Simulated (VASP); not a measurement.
BP:

```
B P
1.0
     0.00000    2.32796    2.32796
     2.32796    0.00000    2.32796
     2.32796    2.32796    0.00000
B P
1 1
Direct
  0.00000 0.00000 0.00000
  0.25000 0.25000 0.25000
```

Base run:

* Program: VASP 6.6.1
* Functional: PBE
* Potentials or basis: VASP PAW PBE potentials, release 64 (B, P)
* Cutoff: 500 eV
* k mesh: 6 × 6 × 6
* Occupations: gaussian, width 0.01 eV
* Spin: no spin polarisation

Its results: band gap on the k mesh 1.45 eV, indirect (least direct gap 3.30 eV); pressure -10.0 GPa.

**Question.** The run is repeated on the same cell with these changes: k mesh from 6 × 6 × 6 to 3 × 3 × 3. What comes out?

**Answer.** Band gap on the k mesh 1.41 eV, indirect (least direct gap 3.26 eV); pressure -7.0 GPa.

Caveats: some runs use coarse meshes.

A k mesh can miss the band edges.
